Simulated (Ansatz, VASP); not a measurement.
**Pt: VASP beside Ansatz**

```
Pt
1.0
     2.77313    0.00000    0.00000
    -1.38657    2.40160    0.00000
     0.00000    0.00000    4.52851
Pt
2
Direct
  0.00000 0.00000 0.00000
  0.33333 0.66667 0.50000
```

Alike in both runs: task relaxation of cell and atoms; functional PBEsol; k mesh 18 × 18 × 10; occupations gaussian, width 0.1 eV; no spin polarisation.

|  | VASP | Ansatz |
| --- | --- | --- |
| version | VASP 6.6.1 | Ansatz 0.2.0 |
| potentials or method | VASP PAW PBE potentials, release 64 (Pt), cutoff 600 eV | scalar-relativistic, plane waves, PAW |
| valence electrons in the cell | 20 | 36 |

VASP gave:

```
gap on the k mesh at the Fermi level, each at its own relaxed structure (eV) : none
relaxed volume (Å³/atom)                                                     : 15.12
relaxed length of the cell vector where the two differ most in proportion (Å)              : 4.701
```

**Question.** Which values does Ansatz return?

**Answer.** gap on the k mesh at the Fermi level, each at its own relaxed structure (eV): none; relaxed volume (Å³/atom): 15.14; relaxed length of the cell vector where the two differ most in proportion (Å): 4.707.

VASP's potentials were made for PBE, not for PBEsol. A gap of «none» marks a metal or a gap that the smearing closes. VASP's potentials hold 20 valence electrons a cell and Ansatz's 36, so a difference there can come from the potentials and not from the codes.

Neither program's run includes spin-orbit coupling.
